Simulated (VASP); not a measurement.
# Pt (P-1) in VASP: single point with PBE

Aim: the single point of Pt with PBE.

All numbers are computed with VASP 6.6.1; they aren't measurements. Logs are shortened: lines on timing, memory, paths and dates and some standing lists are left out, and cuts for length are marked.

## (1) The cell of the first run

The typed cell holds 2 atoms: a = 2.935 Å, b = 2.939 Å, c = 5.410 Å, α = 103.14°, β = 102.66°, γ = 90.26°.

## (2) Single point, PBE (Au replaced by Pt, lengths x 1.000, strained)

INCAR

```
PREC = Accurate ; ENCUT = 520
EDIFF = 1E-7 ; ISMEAR = 0
SIGMA = 0.1 ; LREAL = False
LASPH = True ; NELM = 100
ALGO = Normal ; ISIF = 2
LWAVE = False ; LCHARG = False
GGA = PE ; NBANDS = 17
```

KPOINTS

```
regular mesh
0
Gamma
  14 14 8
```

POSCAR

```
Pt
1.0
    2.9345279353      0.0000000000      0.0000000000
   -0.0135030990      2.9394167817      0.0000000000
   -1.1860017040     -1.2355301357      5.1322013466
Pt
2
Direct
    0.3271380000      0.3340380000      0.7259450000
    0.6728620000      0.6659620000      0.2740550000
```

Potentials or basis: VASP PAW PBE potentials, release 64 (Pt).

On the command line:

```console
$ cat potpaw_PBE.64/Pt/POTCAR > POTCAR
$ mpirun -np 1 vasp_std > vasp.out
```

OUTCAR:

```text
PREC = Accurate
   ENCUT = 520
   EDIFF = 1E-7
   ISMEAR = 0
   LREAL = False
   LASPH = True
   NELM = 100
   ISIF = 2
   GGA = PE

 ion  position               nearest neighbor table
   1  0.327  0.334  0.726-   2 2.85   2 3.04   2 3.11   2 3.13   2 3.18
   2  0.673  0.666  0.274-   1 2.85   1 3.04   1 3.11   1 3.13   1 3.18

  LATTYP: Found a triclinic cell.
 ALAT       =     2.9345279353
 B/A-ratio  =     1.4186468224
 C/A-ratio  =     2.8424930260
 COS(alpha) =     0.0022337933
 COS(beta)  =     0.5581870929
 COS(gamma) =     0.7081406305

  Lattice vectors:

 A1 = (  -2.9345279353,   0.0000000000,   0.0000000000)
 A2 = (  -2.9480310343,   2.9394167817,   0.0000000000)
 A3 = (  -4.6560479686,  -4.6433034277,  -5.1322013466)

Analysis of symmetry for initial positions (statically):
=====================================================================
 Subroutine PRICEL returns:
 Original cell was already a primitive cell.

 Routine SETGRP: Setting up the symmetry group for a
 triclinic supercell.

 Subroutine GETGRP returns: Found  2 space group operations
 (whereof  2 operations were pure point group operations)
 out of a pool of  2 trial point group operations.

The static configuration has the point symmetry S_2 .

Analysis of symmetry for dynamics (positions and initial velocities):
=====================================================================
 Subroutine PRICEL returns:
 Original cell was already a primitive cell.

 Routine SETGRP: Setting up the symmetry group for a
 triclinic supercell.

 Subroutine GETGRP returns: Found  2 space group operations
 (whereof  2 operations were pure point group operations)
 out of a pool of  2 trial point group operations.

The dynamic configuration has the point symmetry S_2 .

 Subroutine INISYM returns: Found  2 space group operations
 (whereof  2 operations are pure point group operations),
 and found     1 'primitive' translations

----------------------------------------------------------------------------------------

                                     Primitive cell

  volume of cell :      44.2693

  direct lattice vectors                    reciprocal lattice vectors
     2.934527935  0.000000000  0.000000000     0.340770312  0.001565431  0.079125561
    -0.013503099  2.939416782  0.000000000     0.000000000  0.340203542  0.081900865
    -1.186001704 -1.235530136  5.132201347     0.000000000  0.000000000  0.194848162

  length of vectors
     2.934527935  2.939447797  5.410418230     0.349839550  0.349923137  0.194848162

  position of ions in fractional coordinates (direct lattice)
     0.327138000  0.334038000  0.725945000
     0.672862000  0.665962000  0.274055000

  ion indices of the primitive-cell ions
   primitive index   ion index
                 1           1
                 2           2

----------------------------------------------------------------------------------------

 KPOINTS: regular mesh

Automatic generation of k-mesh.
 Grid dimensions read from file:
 generate k-points for:   14   14    8

 Generating k-lattice:

  Cartesian coordinates                     Fractional coordinates (reciprocal lattice)
     0.024340737  0.000111817  0.005651826     0.071428571  0.000000000  0.000000000
     0.000000000  0.024300253  0.005850062     0.000000000  0.071428571 -0.000000000
     0.000000000  0.000000000  0.024356020     0.000000000  0.000000000  0.125000000

  Length of vectors
     0.024988539  0.024994510  0.024356020

  Shift w.r.t. Gamma in fractional coordinates (k-lattice)
     0.000000000  0.000000000  0.000000000

 Subroutine IBZKPT returns following result:
 ===========================================

 Found    788 irreducible k-points:

 Following reciprocal coordinates:
            Coordinates               Weight
  0.000000  0.000000  0.000000      1.000000
  0.071429  0.000000 -0.000000      2.000000
  0.142857  0.000000 -0.000000      2.000000
  0.214286  0.000000 -0.000000      2.000000
  0.285714  0.000000  0.000000      2.000000
  0.357143  0.000000  0.000000      2.000000
[... 16 lines left out ...]
  0.000000  0.142857 -0.000000      2.000000
  0.071429  0.142857  0.000000      2.000000
 [... further k-points ...]
   k-points           NKPTS =    788   k-points in BZ     NKDIM =    788   number of bands    NBANDS=     17
   number of dos      NEDOS =    301   number of ions     NIONS =      2
   total plane-waves  NPLWV =  23040
   dimension x,y,z NGX =    24 NGY =   24 NGZ =   40
   dimension x,y,z NGXF=    48 NGYF=   48 NGZF=   80
   ions per type =               2
   NGX,Y,Z   is equivalent  to a cutoff of  13.60, 13.57, 12.29 a.u.
   NGXF,Y,Z  is equivalent  to a cutoff of  27.19, 27.15, 24.58 a.u.
 SYSTEM =  unknown system
   PREC   = accura    normal or accurate (medium, high low for compatibility)
   ISTART =      0    job   : 0-new  1-cont  2-samecut
   ICHARG =      2    charge: 1-file 2-atom 10-const
   ISPIN  =      1    spin polarized calculation?
   LNONCOLLINEAR =      F non collinear calculations
   LSORBIT =      F    spin-orbit coupling
   LASPH  =      T    aspherical Exc in radial PAW
   ENCUT  =  520.0 eV  38.22 Ry    6.18 a.u.   5.46  5.47 10.06*2*pi/ulx,y,z
   NELM   =    100;   NELMIN=  2; NELMDL= -5     # of ELM steps
   EDIFF  = 0.1E-06   stopping-criterion for ELM
   LREAL  =      F    real-space projection
   EDIFFG = 0.1E-05   stopping-criterion for IOM
   NSW    =      0    number of steps for IOM
   IBRION =     -1    ionic relax: 0-MD 1-quasi-New 2-CG
   NFREE  =      0    steps in history (QN), initial steepest desc. (CG)
   ISIF   =      2    stress and relaxation
   ISYM   =      2    0-nonsym 1-usesym 2-fastsym
   POTIM  = 0.5000    time-step for ionic-motion
   TEBEG  =    0.0;   TEEND  =   0.0 temperature during run
   PSTRESS=    0.0 pullay stress
   NELECT =      20.0000    total number of electrons
   NUPDOWN=      -1.0000    fix difference up-down
   EMIN   =  10.00;   EMAX   =-10.00  energy-range for DOS
   EFERMI =   0.00;   METHOD = LEGACY
   ISMEAR =     0;   SIGMA  =   0.10  broadening in eV -4-tet -1-fermi 0-gaus
   EFERMI_NEDOS =   21; number of points for ismear=-14 and -15
   IALGO  =     38    algorithm
   IMIX   =      4    mixing-type and parameters
     AMIX     =   0.40;   BMIX     =  1.00
     AMIX_MAG =   1.60;   BMIX_MAG =  1.00
  volume/ion in A,a.u.               =      22.13       149.37
  Fermi-wavevector in a.u.,A,eV,Ry     =   1.256176  2.373828 21.469693  1.577978
  Thomas-Fermi vector in A             =   2.389897
   LORBIT       =      0    0 simple, 1 ext, 2 COOP (PROOUT), +10 PAW based schemes
   GGA     = PE    functional components
   LHFCALC =     F    Hartree Fock is set to
   AEXX    =    0.0000 exact exchange contribution
   IVDW    =     0    specifies the selected vdW correction
   LEPSILON=     F    determine dielectric tensor
   LRPA    =     F    only Hartree local field effects (RPA)
 non-spin polarized calculation
 Gauss-broadening in eV      SIGMA  =   0.10
  energy-cutoff  :      520.00
  volume of cell :       44.27
 maximum number of plane-waves:      1212
 NGX is ok and might be reduce to    24
   NGX = 11   NGY = 11   NGZ = 21

 number of electron      20.0000000 magnetization

 Free energy of the ion-electron system (eV)
  ---------------------------------------------------
  ext. energy  EPLUGINS =         0.00000000
  ---------------------------------------------------
  free energy    TOTEN  =       -10.51303546 eV

  energy without entropy =      -10.48944514  energy(sigma->0) =      -10.50124030

 E-fermi :   5.2980     XC(G=0): -11.1920

 val. band max:        5.2980258690   @ k =  -0.0714  -0.0714   0.1250
 cond. band min:       5.2984868398   @ k =   0.1429   0.0714   0.2500
 fundamental gap:      0.0004609708
 Fermi energy:         5.2980297433

 k-point     1 :       0.0000    0.0000    0.0000
  band No.  band energies     occupation
      1      -1.4150      2.00000
      2       1.1516      2.00000
      3       1.6139      2.00000
      4       2.1004      2.00000
      5       2.5557      2.00000
      6       4.2099      2.00000
[... 9 lines left out ...]
     16      20.7748      0.00000
     17      20.9795      0.00000

 k-point     2 :       0.0714    0.0000   -0.0000
  band No.  band energies     occupation
      1      -1.3001      2.00000
      2       1.2374      2.00000
      3       1.6713      2.00000
      4       2.1587      2.00000
      5       2.5951      2.00000
      6       4.1278      2.00000
[... 9 lines left out ...]
     16      20.0345      0.00000
     17      21.0787      0.00000

 k-point     3 :       0.1429    0.0000   -0.0000
  band No.  band energies     occupation
      1      -0.9687      2.00000
      2       1.4147      2.00000
      3       1.8969      2.00000
      4       2.2927      2.00000
      5       2.7484      2.00000
      6       3.7427      2.00000
[... 9 lines left out ...]
     16      19.9744      0.00000
     17      21.5682      0.00000

 k-point     4 :       0.2143    0.0000   -0.0000
  band No.  band energies     occupation
      1      -0.4642      2.00000
      2       1.5561      2.00000
      3       2.3230      2.00000
      4       2.4024      2.00000
      5       3.0166      2.00000
      6       3.3320      2.00000
[... 9 lines left out ...]
     16      20.5964      0.00000
     17      22.1080      0.00000
[... 343 lines left out ...]
      1      -1.2000      2.00000
      2       1.3414      2.00000
      3       1.7274      2.00000
      4       2.2141      2.00000
      5       2.6015      2.00000
      6       4.1369      2.00000
[... 9 lines left out ...]
     16      19.7869      0.00000
     17      20.2828      0.00000

 k-point    23 :       0.0000    0.1429   -0.0000
  band No.  band energies     occupation
      1      -0.9710      2.00000
      2       1.4014      2.00000
      3       1.9104      2.00000
      4       2.2907      2.00000
      5       2.7481      2.00000
      6       3.7110      2.00000
[... 9 lines left out ...]
     16      19.8896      0.00000
     17      21.5134      0.00000

 k-point    24 :       0.0714    0.1429    0.0000
  band No.  band energies     occupation
      1      -0.8273      2.00000
      2       1.4941      2.00000
      3       1.9264      2.00000
      4       2.3792      2.00000
      5       2.8186      2.00000
      6       3.5688      2.00000
[... 9 lines left out ...]
     16      18.6962      0.00000
     17      20.9405      0.00000

 [... further k-points ...]
[... 5 lines left out ...]
  --------------------------------------------------------------------------------------
  -------------------------------------------------------------------------------------
  Total       -7.2118356     -7.2420735     -8.2601384      0.0211002     -0.3575732     -0.4253102
  in kB     -261.0076866   -262.1020450   -298.9474135      0.7636504    -12.9411369    -15.3926476
  external PRESSURE =    -274.0190484 kB  Pullay stress =       0.0000000 kB

 VOLUME and BASIS-vectors are now :
 -----------------------------------------------------------------------------
  energy-cutoff  :      520.00
  volume of cell :       44.27
      direct lattice vectors                 reciprocal lattice vectors
     2.934527935  0.000000000  0.000000000     0.340770312  0.001565431  0.079125561
    -0.013503099  2.939416782  0.000000000     0.000000000  0.340203542  0.081900865
    -1.186001704 -1.235530136  5.132201347     0.000000000  0.000000000  0.194848162

 POSITION                                       TOTAL-FORCE (eV/Angst)
 -----------------------------------------------------------------------------------
      0.09451      0.08495      3.72570         0.086120      0.082445     -0.174878
      1.64051      1.61894      1.40651        -0.086120     -0.082445      0.174878
 -----------------------------------------------------------------------------------
    total drift:                                0.000000     -0.000000      0.000000

  FREE ENERGIE OF THE ION-ELECTRON SYSTEM (eV)
  ---------------------------------------------------
  free  energy   TOTEN  =       -10.5130354637 eV

  energy  without entropy=      -10.4894451416  energy(sigma->0) =      -10.50124030
```

It took 3.3 min on 1 thread of Intel Xeon Platinum 8488C (Sapphire Rapids), shared host; peak memory 0.56 GiB.

What came out:

* Free energy: -10.5130 eV
* Pressure: -27.4 GPa
* Largest force: 0.212 eV/Å
* Band gap on the k mesh: zero (band 10 reaches 6.15 eV, above the bottom of band 11 at 4.63 eV)

Forces in eV/Å, atoms in the order of the input:
```
Pt   0.086  0.082 -0.175
Pt  -0.086 -0.082  0.175
```

Levels at points of the mesh, in eV from the Fermi level:
```tsv
k point	band 8	band 9	band 10	band 11	band 12	band 13
(0.00, 0.00, 0.00)	-0.57	-0.52	-0.24	0.11	1.13	3.62
(0.50, 0.00, 0.00)	-1.31	-0.53	-0.11	1.79	2.35	3.72
(0.00, 0.50, 0.00)	-1.26	-0.51	-0.14	1.74	2.35	3.58
(0.50, 0.50, 0.00)	0.26	0.83	0.84	3.59	5.35	6.47
(0.00, 0.00, 0.50)	-1.29	-0.19	0.02	0.08	0.11	9.70
(0.50, 0.00, 0.50)	-0.68	-0.45	-0.27	1.40	2.36	2.80
(0.00, 0.50, 0.50)	-0.72	-0.47	-0.26	1.43	2.42	2.75
(0.50, 0.50, 0.50)	0.00	0.82	0.85	3.90	5.92	6.08
```

Caveat: the cell differs from its parent crystal (Au replaced by Pt, lengths x 1.000, strained); spin-orbit coupling is left out, which moves the levels of the heavy elements.
